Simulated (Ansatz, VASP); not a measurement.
# Cu: VASP beside Ansatz

```xyz
1
Lattice="0.0000 1.7590 1.7590 1.7590 0.0000 1.7590 1.7590 1.7590 0.0000" Properties=species:S:1:pos:R:3 pbc="T T T"
Cu    0.0000    0.0000    0.0000
```

Alike in both runs: task single point; functional LDA; k mesh 39 × 39 × 39; no spin polarisation.

|  | VASP | Ansatz |
| --- | --- | --- |
| version | VASP 6.6.1 | Ansatz 0.2.0 |
| potentials or method | VASP PAW LDA potentials, release 64 (Cu) | plane-wave PAW, scalar-relativistic |
| plane-wave cutoff (eV) | 520 | 420 |
| occupations | methfessel-paxton of order 1, width 0.1 eV | cold, width 0.1 eV |
| valence electrons in the cell | 11 | 19 |

```tsv
	VASP	Ansatz	Ansatz less VASP
pressure (GPa)	0.9	0.0	-0.93
```

Ansatz warns that its potentials were made for another functional, while VASP's fit it. LDA's correlation is that of Perdew and Zunger in VASP and of Perdew and Wang (1992) in Ansatz. VASP's potentials hold 11 valence electrons a cell and Ansatz's 19, so a difference there can come from the potentials and not from the codes.
